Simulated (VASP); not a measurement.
# SnH in VASP: settings compared, part 3 of 3

VASP 6.6.1.

### Step 6. Single point, PBE

This run uses another cell than the first one, of 155.68 Å³/atom, 1.059 times its volume.

Contents of INCAR:

```
SYSTEM = SnH
PREC = Accurate
ENCUT = 520
EDIFF = 1E-6
ISMEAR = -1
SIGMA = 0.02
LREAL = .False.
LASPH = .True.
NELM = 60
ALGO = Normal
ISIF = 2
LWAVE = .False.
LCHARG = .True.
LDIPOL = .True.
IDIPOL = 3
DIPOL = 0.5 0.5 0.309
GGA = PE
LELF = .True.
LVHAR = .True.
LVACPOTAV = .True.
NBANDS = 23
```

Contents of KPOINTS:

```
Automatic mesh
0
Gamma
  6 6 1
  0 0 0
```

Contents of POSCAR:

```
SnH
1.0
    4.7134077422      0.0000000000      0.0000000000
   -2.3567038711      4.0819308431      0.0000000000
    0.0000000000      0.0000000000     32.3669333360
Sn H
2 2
Direct
    0.3333333333      0.6666666667      0.3216805084
    0.6666666667      0.3333333333      0.2962340711
    0.3333333333      0.6666666667      0.3753505311
    0.6666666667      0.3333333333      0.2425640483
```

Potentials or basis: VASP PAW PBE potentials, release 64 (Sn_d, H).

Run with:

```sh
$ cat potpaw_PBE.64/Sn_d/POTCAR potpaw_PBE.64/H/POTCAR > POTCAR
$ mpirun -np 1 vasp_std > vasp.out
```

OUTCAR:

```text
SYSTEM = SnH
   PREC = Accurate
   ENCUT = 520
   EDIFF = 1E-6
   ISMEAR = -1
   LREAL = .False.
   LASPH = .True.
   NELM = 60
   ISIF = 2
   GGA = PE

 ion  position               nearest neighbor table
   1  0.333  0.667  0.322-   3 1.74   2 2.84   2 2.84   2 2.84
   2  0.667  0.333  0.296-   4 1.74   1 2.84   1 2.84   1 2.84
   3  0.333  0.667  0.375-   1 1.74
   4  0.667  0.333  0.243-   2 1.74

  LATTYP: Found a hexagonal cell.
 ALAT       =     4.7134077422
 C/A-ratio  =     6.8669920165

  Lattice vectors:

 A1 = (   4.7134077422,   0.0000000000,   0.0000000000)
 A2 = (  -2.3567038711,   4.0819308431,   0.0000000000)
 A3 = (   0.0000000000,   0.0000000000,  32.3669333360)

Analysis of symmetry for initial positions (statically):
=====================================================================
 Subroutine PRICEL returns:
 Original cell was already a primitive cell.

 Routine SETGRP: Setting up the symmetry group for a
 hexagonal supercell.

 Subroutine GETGRP returns: Found 12 space group operations
 (whereof  6 operations were pure point group operations)
 out of a pool of 24 trial point group operations.

The static configuration has the point symmetry C_3v.
 The point group associated with its full space group is D_3d.

Analysis of symmetry for dynamics (positions and initial velocities):
=====================================================================
 Subroutine PRICEL returns:
 Original cell was already a primitive cell.

 Routine SETGRP: Setting up the symmetry group for a
 hexagonal supercell.

 Subroutine GETGRP returns: Found 12 space group operations
 (whereof  6 operations were pure point group operations)
 out of a pool of 24 trial point group operations.

The dynamic configuration has the point symmetry C_3v.
 The point group associated with its full space group is D_3d.

 Subroutine INISYM returns: Found 12 space group operations
 (whereof  6 operations are pure point group operations),
 and found     1 'primitive' translations

----------------------------------------------------------------------------------------

                                     Primitive cell

  volume of cell :     622.7335

  direct lattice vectors                    reciprocal lattice vectors
     4.713407742  0.000000000  0.000000000     0.212160724  0.122491051  0.000000000
    -2.356703871  4.081930843  0.000000000     0.000000000  0.244982102  0.000000000
     0.000000000  0.000000000 32.366933336     0.000000000  0.000000000  0.030895729

  length of vectors
     4.713407742  4.713407742 32.366933336     0.244982102  0.244982102  0.030895729

  position of ions in fractional coordinates (direct lattice)
     0.333333333  0.666666667  0.321680508
     0.666666667  0.333333333  0.296234071
     0.333333333  0.666666667  0.375350531
     0.666666667  0.333333333  0.242564048

  ion indices of the primitive-cell ions
   primitive index   ion index
                 1           1
                 2           2
                 3           3
                 4           4

----------------------------------------------------------------------------------------

 KPOINTS: Automatic mesh

Automatic generation of k-mesh.
 Grid dimensions read from file:
 generate k-points for:    6    6    1

 Generating k-lattice:

  Cartesian coordinates                     Fractional coordinates (reciprocal lattice)
     0.035360121  0.020415175  0.000000000     0.166666667  0.000000000  0.000000000
     0.000000000  0.040830350  0.000000000     0.000000000  0.166666667  0.000000000
     0.000000000  0.000000000  0.030895729     0.000000000  0.000000000  1.000000000

  Length of vectors
     0.040830350  0.040830350  0.030895729

  Shift w.r.t. Gamma in fractional coordinates (k-lattice)
     0.000000000  0.000000000  0.000000000

 Subroutine IBZKPT returns following result:
 ===========================================

 Found      7 irreducible k-points:

 Following reciprocal coordinates:
            Coordinates               Weight
  0.000000  0.000000  0.000000      1.000000
  0.166667  0.000000  0.000000      6.000000
  0.333333  0.000000  0.000000      6.000000
  0.500000  0.000000  0.000000      3.000000
  0.166667  0.166667  0.000000      6.000000
  0.333333  0.166667  0.000000     12.000000
  0.333333  0.333333  0.000000      2.000000
   k-points           NKPTS =      7   k-points in BZ     NKDIM =      7   number of bands    NBANDS=     23
   number of dos      NEDOS =    301   number of ions     NIONS =      4
   total plane-waves  NPLWV = 324000
   dimension x,y,z NGX =    36 NGY =   36 NGZ =  250
   dimension x,y,z NGXF=    72 NGYF=   72 NGZF=  500
   ions per type =               2   2
   NGX,Y,Z   is equivalent  to a cutoff of  12.70, 12.70, 12.84 a.u.
   NGXF,Y,Z  is equivalent  to a cutoff of  25.40, 25.40, 25.68 a.u.
 SYSTEM =  SnH
   PREC   = accura    normal or accurate (medium, high low for compatibility)
   ISTART =      0    job   : 0-new  1-cont  2-samecut
   ICHARG =      2    charge: 1-file 2-atom 10-const
   ISPIN  =      1    spin polarized calculation?
   LNONCOLLINEAR =      F non collinear calculations
   LSORBIT =      F    spin-orbit coupling
   LASPH  =      T    aspherical Exc in radial PAW
   ENCUT  =  520.0 eV  38.22 Ry    6.18 a.u.   8.76  8.76 60.18*2*pi/ulx,y,z
   NELM   =     60;   NELMIN=  2; NELMDL= -5     # of ELM steps
   EDIFF  = 0.1E-05   stopping-criterion for ELM
   LREAL  =      F    real-space projection
   EDIFFG = 0.1E-04   stopping-criterion for IOM
   NSW    =      0    number of steps for IOM
   IBRION =     -1    ionic relax: 0-MD 1-quasi-New 2-CG
   NFREE  =      0    steps in history (QN), initial steepest desc. (CG)
   ISIF   =      2    stress and relaxation
   ISYM   =      2    0-nonsym 1-usesym 2-fastsym
   POTIM  = 0.5000    time-step for ionic-motion
   TEBEG  =    0.0;   TEEND  =   0.0 temperature during run
   PSTRESS=    0.0 pullay stress
   NELECT =      30.0000    total number of electrons
   NUPDOWN=      -1.0000    fix difference up-down
   EMIN   =  10.00;   EMAX   =-10.00  energy-range for DOS
   EFERMI =   0.00;   METHOD = LEGACY
   ISMEAR =    -1;   SIGMA  =   0.02  broadening in eV -4-tet -1-fermi 0-gaus
   EFERMI_NEDOS =   21; number of points for ismear=-14 and -15
   IALGO  =     38    algorithm
   IMIX   =      4    mixing-type and parameters
     AMIX     =   0.40;   BMIX     =  1.00
     AMIX_MAG =   1.60;   BMIX_MAG =  1.00
  volume/ion in A,a.u.               =     155.68      1050.60
  Fermi-wavevector in a.u.,A,eV,Ry     =   0.595682  1.125676  4.827852  0.354837
  Thomas-Fermi vector in A             =   1.645740
   LORBIT       =      0    0 simple, 1 ext, 2 COOP (PROOUT), +10 PAW based schemes
   GGA     = PE    functional components
[... 5 lines left out ...]
 non-spin polarized calculation
  energy-cutoff  :      520.00
  volume of cell :      622.73
 maximum number of plane-waves:     16804
 NGX is ok and might be reduce to    36
   NGX = 17   NGY = 17   NGZ =121

 dipolmoment           0.000000      0.000000      0.000027 electrons x Angstroem

 number of electron      30.0000011 magnetization

 dipolmoment           0.000000      0.000000     -0.000002 electrons x Angstroem

 Free energy of the ion-electron system (eV)
  ---------------------------------------------------
  ext. energy  EPLUGINS =         0.00000000
  ---------------------------------------------------
  free energy    TOTEN  =       -13.62100325 eV

  energy without entropy =      -13.62100248  energy(sigma->0) =      -13.62100286

 E-fermi :  -3.6052     XC(G=0):  -1.5292

 val. band max:       -3.8278891335   @ k =   0.0000   0.0000   0.0000
 cond. band min:      -3.3962983423   @ k =   0.0000   0.0000   0.0000
 fundamental gap:      0.4315907912
 Fermi energy:        -3.6051621518

 k-point     1 :       0.0000    0.0000    0.0000
  band No.  band energies     occupation
      1     -24.8474      2.00000
      2     -24.8474      2.00000
      3     -24.7472      2.00000
      4     -24.7472      2.00000
      5     -24.7235      2.00000
      6     -24.6453      2.00000
[... 171 lines left out ...]
     22       3.1471      0.00000
     23       3.1471      0.00000

------------------------ aborting loop because EDIFF is reached ----------------------------------------

 vacuum level on the upper side and lower side of the slab       (xc-potential included)        -0.136        -0.136

  FORCE on cell =-STRESS in cart. coord.  units (eV):
  Direction    XX          YY          ZZ          XY          YZ          ZX
  --------------------------------------------------------------------------------------
  -------------------------------------------------------------------------------------
  Total       -0.0350224     -0.0350224     -0.1085073      0.0000000      0.0000000      0.0000000
  in kB       -0.0901061     -0.0901061     -0.2791692      0.0000000      0.0000000      0.0000000
  external PRESSURE =      -0.1531271 kB  Pullay stress =       0.0000000 kB

 VOLUME and BASIS-vectors are now :
 -----------------------------------------------------------------------------
  energy-cutoff  :      520.00
  volume of cell :      622.73
      direct lattice vectors                 reciprocal lattice vectors
     4.713407742  0.000000000  0.000000000     0.212160724  0.122491051  0.000000000
    -2.356703871  4.081930843  0.000000000     0.000000000  0.244982102  0.000000000
     0.000000000  0.000000000 32.366933336     0.000000000  0.000000000  0.030895729

 POSITION                                       TOTAL-FORCE (eV/Angst)
 -----------------------------------------------------------------------------------
     -0.00000      2.72129     10.41181        -0.000000      0.000000      0.018203
      2.35670      1.36064      9.58819        -0.000000      0.000000     -0.018203
     -0.00000      2.72129     12.14895         0.000000      0.000000     -0.019052
      2.35670      1.36064      7.85105        -0.000000     -0.000000      0.019052
 -----------------------------------------------------------------------------------
    total drift:                               -0.000000     -0.000000     -0.000016

  FREE ENERGIE OF THE ION-ELECTRON SYSTEM (eV)
  ---------------------------------------------------
  free  energy   TOTEN  =       -13.6210032457 eV

  energy  without entropy=      -13.6210024821  energy(sigma->0) =      -13.62100286

 vacuum level on the upper side and lower side of the slab         1.163         1.163
```

stdout:

```text
POSCAR found type information on POSCAR SnH
 POSCAR found :  2 types and       4 ions
 scaLAPACK will be used
 LDA part: xc-table for (Slater+PW92), standard interpolation
 POSCAR, INCAR and KPOINTS ok, starting setup
 FFT: planning ... GRIDC
 FFT: planning ... GRID_SOFT
 FFT: planning ... GRID
 WAVECAR not read
 entering main loop
```

Run time: 1.8 min. Hardware: 1 thread of Intel Xeon 6975P-C (Granite Rapids), shared host; peak memory 0.69 GiB.

Results:

* Free energy: -13.6210 eV
* Largest force: 0.019 eV/Å
* Band gap on the k mesh: 0.43 eV, direct
* Ionisation potential of the upper face: 4.99 eV

Forces in eV/Å, atoms in the order of the input:
```
Sn   0.000  0.000  0.018
Sn   0.000  0.000 -0.018
H    0.000  0.000 -0.019
H    0.000  0.000  0.019
```

Caveat: spin-orbit coupling is left out, which moves the levels of the heavy elements.

### Step 7. Overview

```csv
level,potentials or basis,cell,smearing,gap on the mesh (eV),largest force (eV/Å)
LDA,"VASP PAW LDA potentials, release 64 (Sn_d, H)","a = 4.581, b = 4.581, c = 32.367 Å, angles 90.0, 90.0, 120.0°, 4 atoms",fermi-dirac 0.02 eV,0.66,0.02
PBEsol,"VASP PAW PBE potentials, release 64 (Sn_d, H)","a = 4.634, b = 4.634, c = 32.367 Å, angles 90.0, 90.0, 120.0°, 4 atoms",fermi-dirac 0.02 eV,0.60,0.02
PBE,"VASP PAW PBE potentials, release 64 (Sn_d, H)","a = 4.659, b = 4.659, c = 32.367 Å, angles 90.0, 90.0, 120.0°, 4 atoms",fermi-dirac 0.02 eV,0.57,0.15
LDA,"VASP PAW LDA potentials, release 64 (Sn_d, H)","a = 4.659, b = 4.659, c = 32.367 Å, angles 90.0, 90.0, 120.0°, 4 atoms",gaussian 0.01 eV,0.48,0.18
PBE,"VASP PAW PBE potentials, release 64 (Sn_d, H)","a = 4.713, b = 4.713, c = 32.367 Å, angles 90.0, 90.0, 120.0°, 4 atoms",fermi-dirac 0.02 eV,0.43,0.02
```

Alike in all rows: task single point; no spin polarisation; k mesh 6 × 6 × 1; cutoff (eV) 520.

Caveats: spin-orbit coupling is left out, which moves the levels of the heavy elements; the PAW data sets were made with another functional, which shifts forces and pressure a little (some runs).

Total energies depend on the potentials used, so only differences within one code and one set of settings carry meaning.
